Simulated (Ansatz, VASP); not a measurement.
**F: VASP beside Ansatz**

```
F
1.0
     2.78619   -1.66158    0.00000
     2.78619    1.66158    0.00000
    -1.55622    0.00000    7.21371
F
4
Direct
  0.49500 0.49500 0.40000
  0.50500 0.50500 0.60000
  0.94960 0.94960 0.90040
  0.05040 0.05040 0.09960
```

Alike in both runs: task single point; functional PBE; k mesh 9 × 9 × 4; occupations fermi-dirac, width 0.05 eV; no spin polarisation.

|  | VASP | Ansatz |
| --- | --- | --- |
| version | VASP 6.6.1 | Ansatz 0.2.0 |
| potentials or method | VASP PAW PBE potentials, release 64 (F) | Ansatz PAW |
| plane-wave cutoff (eV) | 520 | 420 |
| valence electrons in the cell | 28 | 28 |

Ansatz gave:

| Quantity | Value |
| --- | --- |
| gap on the k mesh at the Fermi level (eV) | 2.19 |
| least direct gap on the mesh (eV) | 2.19 |
| pressure (GPa) | -2.7 |
| traceless stress, the component that is largest in VASP (GPa) | -6.26 |
| rms of the force components (eV/Å) | 0.779 |

What did VASP give for the same quantities?

gap on the k mesh at the Fermi level (eV): 2.14; least direct gap on the mesh (eV): 2.14; pressure (GPa): -2.5; traceless stress, the component that is largest in VASP (GPa): -4.89; rms of the force components (eV/Å): 0.607.

Atom by atom the forces differ by 0.172 eV/Å (rms over components).

Noted on Ansatz's run: odd divisions of the mesh miss points on the zone boundary, where band edges often lie, so the gap on the mesh can be too wide.
